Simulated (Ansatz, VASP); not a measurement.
## Two plane-wave programs on BP

File INCAR:

```
SYSTEM = BP
PREC = Accurate
ENCUT = 520
EDIFF = 1E-6
ISMEAR = 0
SIGMA = 0.1
LREAL = .FALSE.
LASPH = .TRUE.
NELM = 100
ALGO = Normal
ISIF = 2
LWAVE = .FALSE.
LCHARG = .FALSE.
GGA = PE
NBANDS = 36
```

Contents of KPOINTS:

```
regular mesh
0
G
  4 4 4
  0 0 0
```

POSCAR

```
BP
1.0
   -3.2361802600      3.7658217700      2.6372988900
    3.2361802600     -3.7658217700      2.6372988900
    3.2361802600      3.7658217700     -2.6372988900
B P
6 6
Direct
    0.3449075300      0.3960025900      0.7409101200
    0.1550924700      0.8960025900      0.0510950600
    0.8449075300      0.1039974100      0.9489049400
    0.6550924700      0.6039974100      0.2590898800
    0.7500000000      0.2500000000      0.5000000000
    0.2500000000      0.7500000000      0.5000000000
    0.3449075300      0.1039974100      0.4489049400
    0.1550924700      0.6039974100      0.7590898800
    0.2500000000      0.2500000000      0.0000000000
    0.7500000000      0.7500000000      0.0000000000
    0.8449075300      0.3960025900      0.2409101200
    0.6550924700      0.8960025900      0.5510950600
```

Input for Ansatz:

```yaml
crystal:
  lattice:
    - [-3.23618026, 3.76582177, 2.63729889]
    - [3.23618026, -3.76582177, 2.63729889]
    - [3.23618026, 3.76582177, -2.63729889]
  atoms:
    - { symbol: B, position: [0.34490753, 0.39600259, 0.74091012] }
    - { symbol: B, position: [0.15509247, 0.89600259, 0.05109506] }
    - { symbol: B, position: [0.84490753, 0.10399741, 0.94890494] }
    - { symbol: B, position: [0.65509247, 0.60399741, 0.25908988] }
    - { symbol: B, position: [0.75, 0.25, 0.5] }
    - { symbol: B, position: [0.25, 0.75, 0.5] }
    - { symbol: P, position: [0.34490753, 0.10399741, 0.44890494] }
    - { symbol: P, position: [0.15509247, 0.60399741, 0.75908988] }
    - { symbol: P, position: [0.25, 0.25, 0.0] }
    - { symbol: P, position: [0.75, 0.75, 0.0] }
    - { symbol: P, position: [0.84490753, 0.39600259, 0.24091012] }
    - { symbol: P, position: [0.65509247, 0.89600259, 0.55109506] }
basis:
  ecutwfc: 420
kpoints:
  mp_grid: { grid: [4, 4, 4] }
hamiltonian:
  xc: pbe
scf:
  occupations: { method: gaussian, width: 0.1 }
  lower_state_search: "off"
output:
  forces: true
  stress: true
  eigenvalues: true
```

Alike in both runs: task single point; functional PBE; k mesh 4 × 4 × 4; occupations gaussian, width 0.1 eV; no spin polarisation.

|  | VASP | Ansatz |
| --- | --- | --- |
| version | VASP 6.6.1 | Ansatz 0.2.0 |
| potentials or method | VASP PAW PBE potentials, release 64 (B, P), cutoff 520 eV | scalar-relativistic, plane waves, PAW |
| valence electrons in the cell | 48 | 48 |

|  | VASP | Ansatz | Ansatz less VASP |
| --- | --- | --- | --- |
| gap on the k mesh at the Fermi level (eV) | none | none | - |
| pressure (GPa) | 27.6 | 27.9 | +0.35 |
| traceless stress, the component that is largest in VASP (GPa) | 17.69 | 17.66 | -0.031 |
| rms of the force components (eV/Å) | 0.175 | 0.176 | +0.0008 |

Atom by atom the forces differ by 0.004 eV/Å (rms over components). A gap of «none» marks a metal or a gap that the smearing closes. With one functional, cell and mesh, what is left measures potentials, basis and numerics.

The k mesh is coarse, so the values compare programs but aren't converged.
